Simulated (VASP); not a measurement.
A run of VASP 6.6.1:

Contents of INCAR:

```
PREC     = Accurate       # precision mode
ENCUT    = 520            # plane-wave cutoff, eV
EDIFF    = 1E-6           # SCF threshold, eV
ISMEAR   = 0              # smearing method
SIGMA    = 0.1            # smearing width, eV
LREAL    = False          # projectors in reciprocal space
LASPH    = True           # aspherical terms in the spheres
NELM     = 150            # most SCF steps
ALGO     = Normal         # electronic algorithm
ISIF     = 2              # what is computed and relaxed
LWAVE    = False          # write WAVECAR
LCHARG   = False          # write CHGCAR
ISPIN    = 2              # spin polarisation
MAGMOM   = 2 2 0          # initial moments
LORBIT   = 11             # projections on sites
LMAXMIX  = 4              # l up to which the mixer works
GGA      = PE             # functional
NBANDS   = 24             # bands
```

KPOINTS

```
Automatic mesh
0
Gamma
  6 6 6
```

The input POSCAR:

```
Ni2Cl
1.0
    0.0000000000      2.8269280200      2.8269280200
    2.8269280200      0.0000000000      2.8269280200
    2.8269280200      2.8269280200      0.0000000000
Ni Cl
2 1
Direct
    0.7500000000      0.7500000000      0.7500000000
    0.5000000000      0.5000000000      0.5000000000
    0.0000000000      0.0000000000      0.0000000000
```

Potentials or basis: VASP PAW PBE potentials, release 64 (Ni, Cl).

Run with:

```bash
$ cat potpaw_PBE.64/Ni/POTCAR potpaw_PBE.64/Cl/POTCAR > POTCAR
$ mpirun -np 1 vasp_std > vasp.out
```

Hardware: 1 thread of AMD EPYC 7R13, on a shared host.

Task: How long does it take, and how much memory?

Result: Wall time 66 s on 1 thread of AMD EPYC 7R13, on a shared host, peak memory 0.16 GiB. Counts: scf iterations 17, k points 16.
